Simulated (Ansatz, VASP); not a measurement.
Two plane-wave programs on Al2Ru

Contents of INCAR:

```
SYSTEM = Al2Ru
  ALGO = Fast
  EDIFF = 1E-6
  ENCUT = 520
  GGA = PS
  ISIF = 2
  ISMEAR = 0
  LASPH = .TRUE.
  LCHARG = .FALSE.
  LREAL = .FALSE.
  LWAVE = .FALSE.
  NBANDS = 17
  NELM = 80
  PREC = Accurate
  SIGMA = 0.15
```

File KPOINTS:

```
k-points
0
G
  22 22 22
  0 0 0
```

File POSCAR:

```
Al2Ru
1.0
   -1.5372686988      1.5372686988      4.3378986360
    1.5372686988     -1.5372686988      4.3378986360
    1.5372686988      1.5372686988     -4.3378986360
Al Ru
2 1
Direct
    0.6590760825      0.6590760825      0.0000000000
    0.3409239175      0.3409239175      0.0000000000
    0.0000000000      0.0000000000      0.0000000000
```

Input for Ansatz:

```yaml
crystal:
  lattice:
    - [-1.5372686988, 1.5372686988, 4.337898636]
    - [1.5372686988, -1.5372686988, 4.337898636]
    - [1.5372686988, 1.5372686988, -4.337898636]
  atoms:
    - { symbol: Al, position: [0.6590760825, 0.6590760825, 0.0] }
    - { symbol: Al, position: [0.3409239175, 0.3409239175, 0.0] }
    - { symbol: Ru, position: [0.0, 0.0, 0.0] }
basis:
  ecutwfc: 420
kpoints:
  mp_grid: { grid: [22, 22, 22] }
hamiltonian:
  xc: pbesol
scf:
  occupations: { method: gaussian, width: 0.15 }
output:
  forces: true
  stress: true
  eigenvalues: true
```

Change from the starting cell: strain -0.015 along x and y, +0.030 along z, atoms carried along.

Alike in both runs: task single point; functional PBEsol; k mesh 22 × 22 × 22; occupations gaussian, width 0.15 eV; no spin polarisation.

|  | VASP | Ansatz |
| --- | --- | --- |
| version | VASP 6.6.1 | Ansatz 0.2.0 |
| potentials or method | VASP PAW PBE potentials, release 64 (Al, Ru_pv), cutoff 520 eV | scalar-relativistic, plane waves, PAW |
| valence electrons in the cell | 20 | 22 |

VASP gave:

| Quantity | Value |
| --- | --- |
| gap on the k mesh at the Fermi level (eV) | none |
| pressure (GPa) | 0.2 |
| traceless stress, the component that is largest in VASP (GPa) | -6.23 |
| rms of the force components (eV/Å) | 0.180 |

Question: What did Ansatz give for the same quantities?

Answer: gap on the k mesh at the Fermi level (eV): none; pressure (GPa): 0.1; traceless stress, the component that is largest in VASP (GPa): -6.24; rms of the force components (eV/Å): 0.181.

VASP's potentials were made for PBE, not for PBEsol. Atom by atom the forces differ by 0.000 eV/Å (rms over components). A gap of «none» marks a metal or a gap that the smearing closes. With one functional, cell and mesh, what is left measures potentials, basis and numerics. VASP's potentials hold 20 valence electrons a cell and Ansatz's 22, so a difference there can come from the potentials and not from the codes.
